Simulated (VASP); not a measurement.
# Te (P6_3/mmc) in VASP: further runs, part 2 of 2

VASP 6.6.1. Earlier steps stand in the parts before.

### Step 3. Relaxation of cell and atoms, PBE, target pressure 190 GPa, at which the enthalpy is minimised

File INCAR:

```
ALGO = Normal ; EDIFF = 1E-7
EDIFFG = -0.005 ; ENCUT = 600
GGA = PE ; IBRION = 2
ISIF = 3 ; ISMEAR = -1
LASPH = T ; LCHARG = F
LREAL = F ; LWAVE = F
NELM = 80 ; NSW = 60
PREC = Accurate ; PSTRESS = 1900.0
SIGMA = 0.1
```

File KPOINTS:

```
k-points
0
Gamma
  16 16 9
```

File POSCAR:

```
Te
1.0
    2.7259383505      0.0000000000      0.0000000000
   -1.3629691752      2.3607318607      0.0000000000
    0.0000000000      0.0000000000      4.4160201278
Te
2
Direct
    0.3333333333      0.6666666667      0.2500000000
    0.6666666667      0.3333333333      0.7500000000
```

Potentials or basis: VASP PAW PBE potentials, release 64 (Te).

Command:

```
$ cat potpaw_PBE.64/Te/POTCAR > POTCAR
$ mpirun -np 1 vasp_std > vasp.out
```

OUTCAR:

```text
EDIFF = 1E-7
   EDIFFG = -0.005
   ENCUT = 600
   GGA = PE
   IBRION = 2
   ISIF = 3
   ISMEAR = -1
   LASPH = T
   LREAL = F
   NELM = 80
   NSW = 60
   PREC = Accurate
   PSTRESS = 1900.0

 ion  position               nearest neighbor table
   1  0.333  0.667  0.250-   2 2.71   2 2.71   2 2.71   2 2.71   2 2.71   2 2.71
   2  0.667  0.333  0.750-   1 2.71   1 2.71   1 2.71   1 2.71   1 2.71   1 2.71

  LATTYP: Found a hexagonal cell.
 ALAT       =     2.7259383505
 C/A-ratio  =     1.6200000000

  Lattice vectors:

 A1 = (   2.7259383505,   0.0000000000,   0.0000000000)
 A2 = (  -1.3629691752,   2.3607318607,   0.0000000000)
 A3 = (   0.0000000000,   0.0000000000,   4.4160201278)

Analysis of symmetry for initial positions (statically):
=====================================================================
 Subroutine PRICEL returns:
 Original cell was already a primitive cell.

 Routine SETGRP: Setting up the symmetry group for a
 hexagonal supercell.

 Subroutine GETGRP returns: Found 24 space group operations
 (whereof 12 operations were pure point group operations)
 out of a pool of 24 trial point group operations.

The static configuration has the point symmetry D_3d.
 The point group associated with its full space group is D_6h.

Analysis of symmetry for dynamics (positions and initial velocities):
=====================================================================
 Subroutine PRICEL returns:
 Original cell was already a primitive cell.

 Routine SETGRP: Setting up the symmetry group for a
 hexagonal supercell.

 Subroutine GETGRP returns: Found 24 space group operations
 (whereof 12 operations were pure point group operations)
 out of a pool of 24 trial point group operations.

The dynamic configuration has the point symmetry D_3d.
 The point group associated with its full space group is D_6h.
[... 130 lines left out ...]
 conjugate gradient relaxation of ions
 non-spin polarized calculation
  energy-cutoff  :      600.00
  volume of cell :       28.42
 maximum number of plane-waves:       972
 NGX is ok and might be reduce to    24
   NGX = 11   NGY = 11   NGZ = 17

--------------------------------------- Ionic step        1  -------------------------------------------

 number of electron      11.9999999 magnetization

 Free energy of the ion-electron system (eV)
  ---------------------------------------------------
  ext. energy  EPLUGINS =         0.00000000
  ---------------------------------------------------
  free energy    TOTEN  =         3.25972899 eV

  energy without entropy =        3.28530987  energy(sigma->0) =        3.27251943

------------------------ aborting loop because EDIFF is reached ----------------------------------------

  FORCE on cell =-STRESS in cart. coord.  units (eV):
  Direction    XX          YY          ZZ          XY          YZ          ZX
  --------------------------------------------------------------------------------------
  -------------------------------------------------------------------------------------
  Total       34.3372143     34.3372143     32.8544788      0.0000000      0.0000000      0.0000000
  in kB     1935.8954827   1935.8954827   1852.3004365      0.0000000      0.0000000      0.0000000
  external PRESSURE =       8.0304673 kB  Pullay stress =    1900.0000000 kB
[... 253 lines left out ...]
--------------------------------------- Ionic step        8  -------------------------------------------

 number of electron      12.0000000 magnetization

 Free energy of the ion-electron system (eV)
  ---------------------------------------------------
  ext. energy  EPLUGINS =         0.00000000
  ---------------------------------------------------
  free energy    TOTEN  =         3.20424750 eV

  energy without entropy =        3.23429448  energy(sigma->0) =        3.21927099

 E-fermi :  21.0433     XC(G=0): -13.4182

 val. band max:       21.0418795506   @ k =   0.3750   0.1875   0.0000
 cond. band min:      21.0481577465   @ k =   0.3750   0.0000   0.4444
 fundamental gap:      0.0062781959
 Fermi energy:        21.0433328573

 k-point     1 :       0.0000    0.0000    0.0000
  band No.  band energies     occupation
      1      -1.1208      2.00000
      2       7.1464      2.00000
      3       8.1515      2.00000
      4      24.8523      0.00000
      5      24.8523      0.00000
      6      27.7692      0.00000
      7      27.7692      0.00000
      8      28.3865      0.00000
      9      29.0312      0.00000
     10      30.0551      0.00000
[... 287 lines left out ...]
 k-point    24 :       0.2500    0.1875    0.0000
  band No.  band energies     occupation
      1       3.0821      2.00000
      2      10.7970      2.00000
      3      12.4184      2.00000
      4      12.4206      2.00000
      5      14.4176      2.00000
      6      20.0530      1.99990
      7      20.9487      1.44059
      8      21.7790      0.00128
      9      24.2230      0.00000
     10      29.8111      0.00000

 [... further k-points ...]

------------------------ aborting loop because EDIFF is reached ----------------------------------------

  FORCE on cell =-STRESS in cart. coord.  units (eV):
  Direction    XX          YY          ZZ          XY          YZ          ZX
  --------------------------------------------------------------------------------------
  -------------------------------------------------------------------------------------
  Total       33.7480401     33.7480401     33.7450054      0.0000000      0.0000000      0.0000000
  in kB     1899.9992173   1899.9992174   1899.8283682      0.0000001      0.0000000      0.0000000
  external PRESSURE =      -0.0577324 kB  Pullay stress =    1900.0000000 kB
[... 21 lines left out ...]
  energy  without entropy=        3.2342944765  energy(sigma->0) =        3.21927099

  enthalpy is  TOTEN    =        36.9523014787 eV   P V=       33.7480539739

 reached required accuracy - stopping structural energy minimisation
```

CONTCAR:

```text
Te
   1.00000000000000
     2.7435242319089364    0.0000000000762061   -0.0000000000000000
    -1.3717621158381490    2.3759616807543047    0.0000000000000000
     0.0000000000000000    0.0000000000000000    4.3657361400825261
  Te
     2
Direct
     0.3333333332999970    0.6666666667000030    0.2500000000000000
     0.6666666667000030    0.3333333332999970    0.7500000000000000

  0.00000000E+00  0.00000000E+00  0.00000000E+00
  0.00000000E+00  0.00000000E+00  0.00000000E+00
```

It took 79 s on 1 thread of Intel Xeon Platinum 8559C (Emerald Rapids), shared host; peak memory 0.19 GiB.

What came out:

```yaml
Free_energy: 3.2042 eV
Relaxed_volume: 14.23 Å³/atom
Relaxed_cell: a = 2.744 Å, b = 2.744 Å, c = 4.366 Å, α = 90.00°, β = 90.00°, γ = 120.00°
Space_group_after_relaxing_to_0.1_Å: P6_3/mmc (No. 194)
Energy_change_on_relaxing_the_run_minimises_the_enthalpy: -27.7 meV/atom
Ionic_steps: 8
Pressure_after_relaxing: 190.0 GPa
Band_gap_on_the_k_mesh: zero (bands 6 and 7 overlap by 10.46 eV)
```

Step by step:
```
step  energy change (eV)  largest force (eV/Å)  pressure (GPa)  volume (Å³)
   1              0.0000                0.0000          190.80        28.42
   2             -0.3321                0.0000          184.35        28.70
   3             -0.1630                0.0000          187.67        28.55
   4              0.6490                0.0000          205.30        27.89
   5             -0.0574                0.0000          189.96        28.46
   6             -0.0595                0.0000          189.92        28.46
   7             -0.0526                0.0000          190.05        28.46
   8             -0.0555                0.0000          189.99        28.46
```

Final structure:
```yaml
crystal:
  lattice:
    - [2.74352, 0.00000, 0.00000]
    - [-1.37176, 2.37596, 0.00000]
    - [0.00000, 0.00000, 4.36574]
  atoms:
    - { symbol: Te, position: [0.33333, 0.66667, 0.25000] }
    - { symbol: Te, position: [0.66667, 0.33333, 0.75000] }
```

Levels at points of the mesh, in eV from the Fermi level:
```tsv
k point	band 3	band 4	band 5	band 6	band 7	band 8	band 9	band 10
(0.00, 0.00, 0.00)	-12.89	3.81	3.81	6.73	6.73	7.34	7.99	9.01
(0.50, 0.00, 0.00)	-6.97	-6.92	-6.86	-3.69	-2.46	2.66	4.53	6.73
```

Caveat: the cell is relaxed towards a set pressure, so the run minimises the enthalpy, not the energy; spin-orbit coupling is left out, which moves the levels of the heavy elements.
